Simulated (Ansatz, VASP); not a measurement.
# ZrH5: VASP beside Ansatz

File INCAR:

```
ALGO = Normal
EDIFF = 1E-7
EDIFFG = -0.01
ENCUT = 600
GGA = PE
IBRION = 2
ISIF = 3
ISMEAR = 0
LASPH = True
LCHARG = False
LREAL = False
LWAVE = False
NELM = 80
NSW = 100
PREC = Accurate
SIGMA = 0.1
```

File KPOINTS:

```
k-points
0
Gamma
  12 12 2
```

Contents of POSCAR:

```
ZrH5
1.0
    3.2134127290      0.0000000000      0.0000000000
   -1.6067063645      2.7828970561      0.0000000000
    0.0000000000      0.0000000000     17.4736201066
Zr H
2 10
Direct
    0.3333333333      0.6666666667      0.0848577582
    0.6666666667      0.3333333333      0.9151422418
    0.6666666667      0.3333333333      0.6878739636
    0.6666666667      0.3333333333      0.6449617279
    0.0000000000      0.0000000000      0.4785509019
    0.0000000000      0.0000000000      0.5214490981
    0.3333333333      0.6666666667      0.3121260364
    0.3333333333      0.6666666667      0.3550382721
    0.3333333333      0.6666666667      0.9653498302
    0.0000000000      0.0000000000      0.1413805871
    0.6666666667      0.3333333333      0.0346501698
    0.0000000000      0.0000000000      0.8586194129
```

Input for Ansatz:

```yaml
crystal:
  lattice:
    - [3.213412729, 0.0, 0.0]
    - [-1.6067063645, 2.7828970561, 0.0]
    - [0.0, 0.0, 17.4736201066]
  atoms:
    - { symbol: Zr, position: [0.3333333333, 0.6666666667, 0.0848577582] }
    - { symbol: Zr, position: [0.6666666667, 0.3333333333, 0.9151422418] }
    - { symbol: H, position: [0.6666666667, 0.3333333333, 0.6878739636] }
    - { symbol: H, position: [0.6666666667, 0.3333333333, 0.6449617279] }
    - { symbol: H, position: [0.0, 0.0, 0.4785509019] }
    - { symbol: H, position: [0.0, 0.0, 0.5214490981] }
    - { symbol: H, position: [0.3333333333, 0.6666666667, 0.3121260364] }
    - { symbol: H, position: [0.3333333333, 0.6666666667, 0.3550382721] }
    - { symbol: H, position: [0.3333333333, 0.6666666667, 0.9653498302] }
    - { symbol: H, position: [0.0, 0.0, 0.1413805871] }
    - { symbol: H, position: [0.6666666667, 0.3333333333, 0.0346501698] }
    - { symbol: H, position: [0.0, 0.0, 0.8586194129] }
basis:
  ecutwfc: 420
kpoints:
  mp_grid: { grid: [12, 12, 2] }
hamiltonian:
  xc: pbe
scf:
  occupations: { method: gaussian, width: 0.1 }
output:
  forces: true
  stress: true
  eigenvalues: true
relax:
  adjacent_minimum: "off"
  f_tol: 0.01
  max_steps: 80
  cell: { stress_tol: 0.05 }
```

Alike in both runs: task relaxation of cell and atoms; functional PBE; k mesh 12 × 12 × 2; occupations gaussian, width 0.1 eV; no spin polarisation.

|  | VASP | Ansatz |
| --- | --- | --- |
| version | VASP 6.6.1 | Ansatz 0.2.0 |
| potentials or method | VASP PAW PBE potentials, release 64 (Zr_sv, H), cutoff 600 eV | scalar-relativistic, plane waves, PAW |
| valence electrons in the cell | 34 | 34 |

Ansatz gave:

| Item | Value |
| --- | --- |
| gap on the k mesh at the Fermi level, each at its own relaxed structure (eV) | none |
| relaxed volume (Å³/atom) | 13.02 |
| relaxed length of the cell vector where the two differ most in proportion (Å) | 17.474 |

Task: Estimate VASP's values.

Result: gap on the k mesh at the Fermi level, each at its own relaxed structure (eV): none; relaxed volume (Å³/atom): 13.02; relaxed length of the cell vector where the two differ most in proportion (Å): 17.473.

A gap of «none» marks a metal or a gap that the smearing closes.
